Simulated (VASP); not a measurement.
# CsSnBr3 (Pm-3m) in VASP: notebook

Aim: see how the results for CsSnBr3 move with the level of theory and the settings. Levels: PBE, HSE06. Tasks: single point.

All numbers are computed with VASP 6.6.1; they aren't measurements. Logs are shortened: lines on timing, memory, paths and dates and some standing lists are left out, and cuts for length are marked.

### 1 The cell of the first run

It takes space group Pm-3m (No. 221, cubic). The conventional cell has a = 5.841 Å, b = 5.841 Å, c = 5.841 Å, α = 90.00°, β = 90.00°, γ = 90.00°. Within 5.4 Å of Cs (site symmetry m-3m) lie 12 Br at 4.13 Å and 8 Sn at 5.06 Å. Sn (site symmetry m-3m) has 6 Br at 2.92 Å within 3.8 Å. Br (site symmetry 4/mmm) has 2 Sn at 2.92 Å within 3.8 Å.

### 2 Single point, PBE

The input, INCAR:

```
SYSTEM = CsSnBr3
PREC     = Accurate       ! precision mode
ENCUT    = 500            ! plane-wave cutoff, eV
EDIFF    = 1E-6           ! SCF threshold, eV
ISMEAR   = 0              ! smearing method
SIGMA    = 0.01           ! smearing width, eV
LREAL    = .False.        ! projectors in reciprocal space
LASPH    = .True.         ! aspherical terms in the spheres
NELM     = 120            ! most SCF steps
ALGO     = Normal         ! electronic algorithm
ISIF     = 2              ! what is computed and relaxed
LWAVE    = .False.        ! write WAVECAR
LCHARG   = .False.        ! write CHGCAR
GGA      = PE             ! functional
NBANDS   = 30             ! bands
GGA_COMPAT= .False.
```

The input, KPOINTS:

```
Automatic mesh
0
Gamma
  2 2 2
  0 0 0
```

The input, POSCAR:

```
CsSnBr3
1.0
    5.8411486749      0.0000000000      0.0000000000
    0.0000000000      5.8411486749      0.0000000000
    0.0000000000      0.0000000000      5.8411486749
Cs Sn Br
1 1 3
Direct
    0.0000000000      0.0000000000      0.0000000000
    0.5000000000      0.5000000000      0.5000000000
    0.5000000000      0.5000000000      0.0000000000
    0.5000000000      0.0000000000      0.5000000000
    0.0000000000      0.5000000000      0.5000000000
```

Potentials or basis: VASP PAW PBE potentials, release 64 (Cs_sv, Sn_d, Br).

Command:

```sh
> cat potpaw_PBE.64/Cs_sv/POTCAR potpaw_PBE.64/Sn_d/POTCAR potpaw_PBE.64/Br/POTCAR > POTCAR
> mpirun -np 1 vasp_std > vasp.out
```

OUTCAR:

```text
SYSTEM = CsSnBr3
   PREC = Accurate
   ENCUT = 500
   EDIFF = 1E-6
   ISMEAR = 0
   LREAL = .False.
   LASPH = .True.
   NELM = 120
   ISIF = 2
   GGA = PE

 ion  position               nearest neighbor table
   1  0.000  0.000  0.000-
   2  0.500  0.500  0.500-   3 2.92   4 2.92   5 2.92   3 2.92   4 2.92   5 2.92
   3  0.500  0.500  0.000-   2 2.92   2 2.92
   4  0.500  0.000  0.500-   2 2.92   2 2.92
   5  0.000  0.500  0.500-   2 2.92   2 2.92

  LATTYP: Found a simple cubic cell.
 ALAT       =     5.8411486749

  Lattice vectors:

 A1 = (   5.8411486749,   0.0000000000,   0.0000000000)
 A2 = (   0.0000000000,   5.8411486749,   0.0000000000)
 A3 = (   0.0000000000,   0.0000000000,   5.8411486749)

Analysis of symmetry for initial positions (statically):
=====================================================================
 Subroutine PRICEL returns:
 Original cell was already a primitive cell.

 Routine SETGRP: Setting up the symmetry group for a
 simple cubic supercell.

 Subroutine GETGRP returns: Found 48 space group operations
 (whereof 48 operations were pure point group operations)
 out of a pool of 48 trial point group operations.

The static configuration has the point symmetry O_h .

Analysis of symmetry for dynamics (positions and initial velocities):
=====================================================================
 Subroutine PRICEL returns:
 Original cell was already a primitive cell.

 Routine SETGRP: Setting up the symmetry group for a
 simple cubic supercell.

 Subroutine GETGRP returns: Found 48 space group operations
 (whereof 48 operations were pure point group operations)
 out of a pool of 48 trial point group operations.

The dynamic configuration has the point symmetry O_h .

 Subroutine INISYM returns: Found 48 space group operations
 (whereof 48 operations are pure point group operations),
 and found     1 'primitive' translations

----------------------------------------------------------------------------------------

                                     Primitive cell

  volume of cell :     199.2943

  direct lattice vectors                    reciprocal lattice vectors
     5.841148675  0.000000000  0.000000000     0.171199203  0.000000000  0.000000000
     0.000000000  5.841148675  0.000000000     0.000000000  0.171199203  0.000000000
[... 70 lines left out ...]
   EDIFF  = 0.1E-05   stopping-criterion for ELM
   LREAL  =      F    real-space projection
   EDIFFG = 0.1E-04   stopping-criterion for IOM
   NSW    =      0    number of steps for IOM
   IBRION =     -1    ionic relax: 0-MD 1-quasi-New 2-CG
   NFREE  =      0    steps in history (QN), initial steepest desc. (CG)
   ISIF   =      2    stress and relaxation
   ISYM   =      2    0-nonsym 1-usesym 2-fastsym
   POTIM  = 0.5000    time-step for ionic-motion
   TEBEG  =    0.0;   TEEND  =   0.0 temperature during run
   PSTRESS=    0.0 pullay stress
   NELECT =      44.0000    total number of electrons
   NUPDOWN=      -1.0000    fix difference up-down
   EMIN   =  10.00;   EMAX   =-10.00  energy-range for DOS
   EFERMI =   0.00;   METHOD = LEGACY
   ISMEAR =     0;   SIGMA  =   0.01  broadening in eV -4-tet -1-fermi 0-gaus
   EFERMI_NEDOS =   21; number of points for ismear=-14 and -15
   IALGO  =     38    algorithm
   IMIX   =      4    mixing-type and parameters
     AMIX     =   0.40;   BMIX     =  1.00
     AMIX_MAG =   1.60;   BMIX_MAG =  1.00
  volume/ion in A,a.u.               =      39.86       268.98
  Fermi-wavevector in a.u.,A,eV,Ry     =   0.989451  1.869791 13.320274  0.979013
  Thomas-Fermi vector in A             =   2.121050
   LORBIT       =      0    0 simple, 1 ext, 2 COOP (PROOUT), +10 PAW based schemes
   GGA     = PE    functional components
   LHFCALC =     F    Hartree Fock is set to
   AEXX    =    0.0000 exact exchange contribution
   IVDW    =     0    specifies the selected vdW correction
   LEPSILON=     F    determine dielectric tensor
   LRPA    =     F    only Hartree local field effects (RPA)
 non-spin polarized calculation
 Gauss-broadening in eV      SIGMA  =   0.01
  energy-cutoff  :      500.00
  volume of cell :      199.29
 maximum number of plane-waves:      5078
 NGX is ok and might be reduce to    48
   NGX = 21   NGY = 21   NGZ = 21

 number of electron      44.0000007 magnetization

 Free energy of the ion-electron system (eV)
  ---------------------------------------------------
  ext. energy  EPLUGINS =         0.00000000
  ---------------------------------------------------
  free energy    TOTEN  =       -15.01029150 eV

  energy without entropy =      -15.01029150  energy(sigma->0) =      -15.01029150

 E-fermi :   2.2296     XC(G=0):  -7.6449

 val. band max:        2.1459826856   @ k =   0.5000   0.5000   0.5000
 cond. band min:       2.5922604475   @ k =   0.5000   0.5000   0.5000
 fundamental gap:      0.4462777619
 Fermi energy:         2.2296200428

 k-point     1 :       0.0000    0.0000    0.0000
  band No.  band energies     occupation
      1     -20.2273      2.00000
      2     -20.2273      2.00000
      3     -20.2037      2.00000
      4     -20.2037      2.00000
      5     -20.2037      2.00000
      6     -20.0749      2.00000
[... 121 lines left out ...]
     29       6.5144      0.00000
     30       7.7884      0.00000

------------------------ aborting loop because EDIFF is reached ----------------------------------------

  FORCE on cell =-STRESS in cart. coord.  units (eV):
  Direction    XX          YY          ZZ          XY          YZ          ZX
  --------------------------------------------------------------------------------------
  -------------------------------------------------------------------------------------
  Total        2.7134859      2.7134859      2.7134859     -0.0000000     -0.0000000      0.0000000
  in kB       21.8144049     21.8144049     21.8144049     -0.0000000     -0.0000000      0.0000000
  external PRESSURE =      21.8144049 kB  Pullay stress =       0.0000000 kB

 VOLUME and BASIS-vectors are now :
 -----------------------------------------------------------------------------
  energy-cutoff  :      500.00
  volume of cell :      199.29
      direct lattice vectors                 reciprocal lattice vectors
     5.841148675  0.000000000  0.000000000     0.171199203  0.000000000  0.000000000
     0.000000000  5.841148675  0.000000000     0.000000000  0.171199203  0.000000000
     0.000000000  0.000000000  5.841148675     0.000000000  0.000000000  0.171199203

 POSITION                                       TOTAL-FORCE (eV/Angst)
 -----------------------------------------------------------------------------------
      0.00000      0.00000      0.00000         0.000000      0.000000      0.000000
      2.92057      2.92057      2.92057         0.000000      0.000000      0.000000
      2.92057      2.92057      0.00000         0.000000      0.000000      0.000000
      2.92057      0.00000      2.92057         0.000000      0.000000      0.000000
      0.00000      2.92057      2.92057         0.000000      0.000000      0.000000
 -----------------------------------------------------------------------------------
    total drift:                                0.000000     -0.000000     -0.000000

  FREE ENERGIE OF THE ION-ELECTRON SYSTEM (eV)
  ---------------------------------------------------
  free  energy   TOTEN  =       -15.0102915021 eV

  energy  without entropy=      -15.0102915021  energy(sigma->0) =      -15.01029150
```

stdout:

```text
POSCAR found type information on POSCAR CsSnBr
 POSCAR found :  3 types and       5 ions
 scaLAPACK will be used
 LDA part: xc-table for (Slater+PW92), standard interpolation
 POSCAR, INCAR and KPOINTS ok, starting setup
 FFT: planning ... GRIDC
 FFT: planning ... GRID_SOFT
 FFT: planning ... GRID
 WAVECAR not read
 entering main loop
```

It took 60 s on 1 thread of Intel Xeon 8259CL, shared host; peak memory 0.32 GiB.

Results:

* Free energy: -15.0103 eV
* Pressure: 2.2 GPa
* Band gap on the k mesh: 0.45 eV

Caveat: the k points lie up to 0.54 Å⁻¹ apart; spin-orbit coupling is left out, which moves the levels of the heavy elements. A k mesh can miss the band edges.

### 3 Single point, HSE06

POSCAR is that of step 2.

The input, INCAR.step1:

```
SYSTEM = CsSnBr3
  PREC = Accurate
  ENCUT = 400
  EDIFF = 1E-5
  ISMEAR = 0
  SIGMA = 0.01
  LREAL = .FALSE.
  LASPH = .TRUE.
  NELM = 120
  ALGO = Normal
  ISIF = 2
  LWAVE = .TRUE.
  LCHARG = .FALSE.
  GGA = PE
  NBANDS = 30
  GGA_COMPAT = .FALSE.
```

The input, INCAR.step2:

```
SYSTEM = CsSnBr3
  PREC = Accurate
  ENCUT = 400
  EDIFF = 1E-6
  ISMEAR = 0
  SIGMA = 0.01
  LREAL = .FALSE.
  LASPH = .TRUE.
  NELM = 120
  ALGO = Normal
  ISIF = 2
  LWAVE = .FALSE.
  LCHARG = .FALSE.
  GGA = PE
  LHFCALC = .TRUE.
  HFSCREEN = 0.2079
  PRECFOCK = Normal
  ISTART = 1
  NBANDS = 30
  GGA_COMPAT = .FALSE.
```

The input, KPOINTS:

```
Automatic mesh
0
G
  2 2 2
  0 0 0
```

Potentials or basis: VASP PAW PBE potentials, release 64 (Cs_sv, Sn_d, Br).

Command:

```sh
> cat potpaw_PBE.64/Cs_sv/POTCAR potpaw_PBE.64/Sn_d/POTCAR potpaw_PBE.64/Br/POTCAR > POTCAR
> cp INCAR.step1 INCAR
> mpirun -np 1 vasp_std > vasp.out
> cp INCAR.step2 INCAR
> mpirun -np 1 vasp_std > vasp.out
```

OUTCAR:

```text
SYSTEM = CsSnBr3
   PREC = Accurate
   ENCUT = 400
   EDIFF = 1E-6
   ISMEAR = 0
   LREAL = .FALSE.
   LASPH = .TRUE.
   NELM = 120
   ISIF = 2
   GGA = PE
   LHFCALC = .TRUE.
   HFSCREEN = 0.2079
   PRECFOCK = Normal
   ISTART = 1

 ion  position               nearest neighbor table
   1  0.000  0.000  0.000-
   2  0.500  0.500  0.500-   3 2.92   4 2.92   5 2.92   3 2.92   4 2.92   5 2.92
   3  0.500  0.500  0.000-   2 2.92   2 2.92
   4  0.500  0.000  0.500-   2 2.92   2 2.92
   5  0.000  0.500  0.500-   2 2.92   2 2.92

  LATTYP: Found a simple cubic cell.
 ALAT       =     5.8411486749

  Lattice vectors:

 A1 = (   5.8411486749,   0.0000000000,   0.0000000000)
 A2 = (   0.0000000000,   5.8411486749,   0.0000000000)
 A3 = (   0.0000000000,   0.0000000000,   5.8411486749)

Analysis of symmetry for initial positions (statically):
=====================================================================
 Subroutine PRICEL returns:
 Original cell was already a primitive cell.

 Routine SETGRP: Setting up the symmetry group for a
 simple cubic supercell.

 Subroutine GETGRP returns: Found 48 space group operations
 (whereof 48 operations were pure point group operations)
 out of a pool of 48 trial point group operations.

The static configuration has the point symmetry O_h .

Analysis of symmetry for dynamics (positions and initial velocities):
=====================================================================
 Subroutine PRICEL returns:
 Original cell was already a primitive cell.

 Routine SETGRP: Setting up the symmetry group for a
 simple cubic supercell.

 Subroutine GETGRP returns: Found 48 space group operations
 (whereof 48 operations were pure point group operations)
 out of a pool of 48 trial point group operations.

The dynamic configuration has the point symmetry O_h .

 Subroutine INISYM returns: Found 48 space group operations
 (whereof 48 operations are pure point group operations),
[... 109 lines left out ...]
   ENCUT4O =  -1.0   cutoff for four orbital integrals eV
   NKREDX  =     1    reduce k-point grid by
   NKREDY  =     1    reduce k-point grid by
   NKREDZ  =     1    reduce k-point grid by
   AEXX    =    0.2500 exact exchange contribution
   HFSCREEN=    0.2079 screening length (either q_TF or 0.3 A-1)
   HFSCREENC=   0.2079 screening length for correlation (either q_TF or 0.3 A-1)
   ENCUTFOCK=  -1.0 apply spherical cutoff to Coloumb kernel
   IVDW    =     0    specifies the selected vdW correction
   LEPSILON=     F    determine dielectric tensor
   LRPA    =     F    only Hartree local field effects (RPA)
 non-spin polarized calculation
 Gauss-broadening in eV      SIGMA  =   0.01
  energy-cutoff  :      400.00
  volume of cell :      199.29
 maximum number of plane-waves:      3695
 NGX is ok and might be reduce to    40
  NGX = 30; NGY = 30; NGZ = 30

 number of electron      44.0000004 magnetization

 Free energy of the ion-electron system (eV)
  ---------------------------------------------------
  ext. energy  EPLUGINS =         0.00000000
  ---------------------------------------------------
  free energy    TOTEN  =       -18.04042169 eV

  energy without entropy =      -18.04042169  energy(sigma->0) =      -18.04042169

 E-fermi :   1.8106     XC(G=0):  -6.4126

 val. band max:        1.7549964699   @ k =   0.5000   0.5000   0.5000
 cond. band min:       2.8361272034   @ k =   0.5000   0.5000   0.5000
 fundamental gap:      1.0811307335
 Fermi energy:         1.8106017384

 k-point     1 :       0.0000    0.0000    0.0000
  band No.  band energies     occupation
      1     -22.7732      2.00000
      2     -22.7732      2.00000
      3     -22.7388      2.00000
      4     -22.7388      2.00000
      5     -22.7388      2.00000
      6     -22.2061      2.00000
[... 121 lines left out ...]
     29       6.9177      0.00000
     30       8.2866      0.00000

------------------------ aborting loop because EDIFF is reached ----------------------------------------

  FORCE on cell =-STRESS in cart. coord.  units (eV):
  Direction    XX          YY          ZZ          XY          YZ          ZX
  --------------------------------------------------------------------------------------
  -------------------------------------------------------------------------------------
  Total        2.1091287      2.1091287      2.1091287      0.0000000      0.0000000      0.0000000
  in kB       16.9558235     16.9558235     16.9558235      0.0000000      0.0000000      0.0000000
  external PRESSURE =      16.9558235 kB  Pullay stress =       0.0000000 kB

 VOLUME and BASIS-vectors are now :
 -----------------------------------------------------------------------------
  energy-cutoff  :      400.00
  volume of cell :      199.29
      direct lattice vectors                 reciprocal lattice vectors
     5.841148675  0.000000000  0.000000000     0.171199203  0.000000000  0.000000000
     0.000000000  5.841148675  0.000000000     0.000000000  0.171199203  0.000000000
     0.000000000  0.000000000  5.841148675     0.000000000  0.000000000  0.171199203

 POSITION                                       TOTAL-FORCE (eV/Angst)
 -----------------------------------------------------------------------------------
      0.00000      0.00000      0.00000         0.000000      0.000000      0.000000
      2.92057      2.92057      2.92057         0.000000      0.000000      0.000000
      2.92057      2.92057      0.00000         0.000000      0.000000      0.000000
      2.92057      0.00000      2.92057         0.000000      0.000000      0.000000
      0.00000      2.92057      2.92057         0.000000      0.000000      0.000000
 -----------------------------------------------------------------------------------
    total drift:                               -0.000005     -0.000010     -0.000005

  FREE ENERGIE OF THE ION-ELECTRON SYSTEM (eV)
  ---------------------------------------------------
  free  energy   TOTEN  =       -18.0404216936 eV

  energy  without entropy=      -18.0404216936  energy(sigma->0) =      -18.04042169
```

OSZICAR.step1:

```text
N       E                     dE             d eps       ncg     rms          rms(c)
DAV:   1     0.338031319378E+03    0.33803E+03   -0.16416E+04   240   0.117E+03
DAV:   2     0.266796142083E+02   -0.31135E+03   -0.29803E+03   286   0.276E+02
DAV:   3    -0.142518746594E+02   -0.40931E+02   -0.40177E+02   292   0.112E+02
DAV:   4    -0.156181774910E+02   -0.13663E+01   -0.13546E+01   296   0.253E+01
DAV:   5    -0.156514149627E+02   -0.33237E-01   -0.33210E-01   286   0.364E+00    0.437E+00
DAV:   6    -0.150568101272E+02    0.59460E+00   -0.92015E-01   332   0.474E+00    0.249E+00
DAV:   7    -0.149975351609E+02    0.59275E-01   -0.45207E-01   316   0.277E+00    0.104E+00
DAV:   8    -0.150080909036E+02   -0.10556E-01   -0.47952E-02   272   0.141E+00    0.207E-01
DAV:   9    -0.150086586978E+02   -0.56779E-03   -0.56592E-03   310   0.464E-01    0.995E-02
DAV:  10    -0.150089071740E+02   -0.24848E-03   -0.69319E-04   278   0.120E-01    0.531E-02
DAV:  11    -0.150089884250E+02   -0.81251E-04   -0.15485E-04   260   0.765E-02    0.111E-02
DAV:  12    -0.150089903249E+02   -0.18999E-05   -0.24147E-05   246   0.382E-02
   1 F= -.15008990E+02 E0= -.15008990E+02  d E =-.190784E-33
```

It took 12 min on 1 thread of Intel Xeon 8259CL, shared host; peak memory 0.37 GiB.

Results:

| Property | Result |
| --- | --- |
| Free energy | -18.0404 eV |
| Pressure | 1.7 GPa |
| Band gap on the k mesh | 1.08 eV |

Levels at points of the mesh, in eV from the valence-band top:
```csv
k point,band 20,band 21,band 22,band 23,band 24,band 25
"(0.00, 0.00, 0.00)",-3.25,-3.25,-3.25,2.96,4.02,4.02
"(0.50, 0.00, 0.00)",-3.38,-3.38,-2.20,2.11,4.45,5.05
"(0.50, 0.50, 0.00)",-3.68,-2.88,-1.07,1.63,1.63,4.71
"(0.50, 0.50, 0.50)",-2.86,-2.86,0.00,1.08,1.08,1.08
```

Caveat: the k points lie up to 0.54 Å⁻¹ apart; the PAW data sets were made with another functional, which shifts forces and pressure a little; spin-orbit coupling is left out, which moves the levels of the heavy elements.
